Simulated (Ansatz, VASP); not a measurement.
Cu12CO in VASP and in Ansatz

```
Cu O C
1.0
     5.03937    0.00000    0.00000
    -2.51968    4.36422    0.00000
     0.00000    0.00000   22.87219
Cu O C
12 1 1
Direct
  0.33333 0.16667 0.17488
  0.33333 0.66667 0.17488
  0.83333 0.16667 0.17488
  0.83333 0.66667 0.17488
  0.16667 0.33333 0.26500
  0.16667 0.83333 0.26500
  0.66667 0.33333 0.26500
  0.66667 0.83333 0.26500
  0.00000 0.00000 0.35511
  0.00000 0.50000 0.35511
  0.50000 0.00000 0.35511
  0.50000 0.50000 0.35511
  0.08333 0.16667 0.48628
  0.08333 0.16667 0.53656
```

Alike in both runs: task single point; functional PBE; dispersion D3(BJ); k mesh 6 × 6 × 1; occupations gaussian, width 0.1 eV; no spin polarisation.

```csv
,VASP,Ansatz
version,VASP 6.6.1,Ansatz 0.2.0
potentials or method,"VASP PAW PBE potentials, release 64 (Cu, O, C), cutoff 520 eV","scalar-relativistic, plane waves, PAW"
valence electrons in the cell,142,238
```

```tsv
	VASP	Ansatz	Ansatz less VASP
gap on the k mesh at the Fermi level (eV)	none	none	-
rms of the force components (eV/Å)	0.159	0.342	+0.1837
```

Atom by atom the forces differ by 0.185 eV/Å (rms over components). A gap of «none» marks a metal or a gap that the smearing closes. One of these differences is far larger than is usual between the two programs; its cause wasn't traced. VASP's potentials hold 142 valence electrons a cell and Ansatz's 238, so a difference there can come from the potentials and not from the codes.

Noted on VASP's run: the standard files for N, O and F lose accuracy on very short bonds.
